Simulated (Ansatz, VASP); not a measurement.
**One calculation of AlAs, two programs**

```
CELL_PARAMETERS angstrom
2.79109 2.79109 0.00000
-2.79109 2.79109 0.00000
0.00000 2.79109 2.79109
ATOMIC_POSITIONS crystal
Al 0.00000 0.00000 0.00000
As 0.75000 0.25000 0.50000
```

Alike in both runs: task single point; functional LDA; k mesh 8 × 8 × 8; no spin polarisation.

|  | VASP | Ansatz |
| --- | --- | --- |
| version | VASP 6.6.1 | Ansatz 0.2.0 |
| potentials or method | VASP PAW LDA potentials, release 64 (Al, As), cutoff 500 eV | all-electron LAPW, scalar-relativistic |
| occupations | gaussian, width 0.01 eV | fixed |

|  | VASP | Ansatz | Ansatz less VASP |
| --- | --- | --- | --- |
| gap on the k mesh at the Fermi level (eV) | 1.27 | 1.28 | +0.013 |
| pressure (GPa) | 2.4 | 2.0 | -0.41 |

LDA's correlation is that of Perdew and Zunger in VASP and of Perdew and Wang (1992) in Ansatz. Ansatz ran all-electron here, and VASP with PAW potentials.
